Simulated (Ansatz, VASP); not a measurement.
## AlN in VASP and in Ansatz

File INCAR:

```
SYSTEM = AlN
PREC = Accurate
ENCUT = 600
EDIFF = 1E-6
ISMEAR = -1
SIGMA = 0.05
LREAL = .False.
LASPH = .True.
NELM = 120
ALGO = Normal
ISIF = 2
LWAVE = .False.
LCHARG = .True.
GGA = PE
ALDAC = 0.0
AGGAC = 0.0
LELF = .True.
LVHAR = .True.
NBANDS = 11
GGA_COMPAT = .False.
```

File KPOINTS:

```
regular mesh
0
Gamma
  10 10 10
  0 0 0
```

Contents of POSCAR:

```
AlN
1.0
    0.0000000000      2.1394097525      2.1394097525
    2.1394097525      0.0000000000      2.1394097525
    2.1394097525      2.1394097525      0.0000000000
Al N
1 1
Direct
    0.0000000000      0.0000000000      0.0000000000
    0.2500000000      0.2500000000      0.2500000000
```

Contents of input.yaml:

```yaml
crystal:
  lattice:
    - [0.0, 2.1394097525, 2.1394097525]
    - [2.1394097525, 0.0, 2.1394097525]
    - [2.1394097525, 2.1394097525, 0.0]
  atoms:
    - { symbol: Al, position: [0.0, 0.0, 0.0] }
    - { symbol: "N", position: [0.25, 0.25, 0.25] }
hamiltonian:
  xc: { exchange: pbe, correlation: none }
  pseudopotentials: { kind: paw }
kpoints:
  mp_grid: { grid: [10, 10, 10] }
scf:
  occupations: { method: fermi_dirac, width: 0.05 }
output:
  forces: true
  stress: true
  eigenvalues: true
```

Alike in both runs: task single point; functional PBE exchange alone; k mesh 10 × 10 × 10; occupations fermi-dirac, width 0.05 eV; no spin polarisation.

|  | VASP | Ansatz |
| --- | --- | --- |
| version | VASP 6.6.1 | Ansatz 0.2.0 |
| potentials or method | VASP PAW PBE potentials, release 64 (Al, N) | Ansatz PAW |
| plane-wave cutoff (eV) | 600 | 420 |
| valence electrons in the cell | 8 | 8 |

VASP gave:

| Item | Value |
| --- | --- |
| gap on the k mesh at the Fermi level (eV) | 3.69 |
| least direct gap on the mesh (eV) | 5.07 |

Q: Estimate Ansatz's values.

A: gap on the k mesh at the Fermi level (eV): 3.71; least direct gap on the mesh (eV): 5.09.

VASP's potentials were made for PBE, not for PBE exchange alone. With one functional, cell and mesh, what is left measures potentials, basis and numerics.
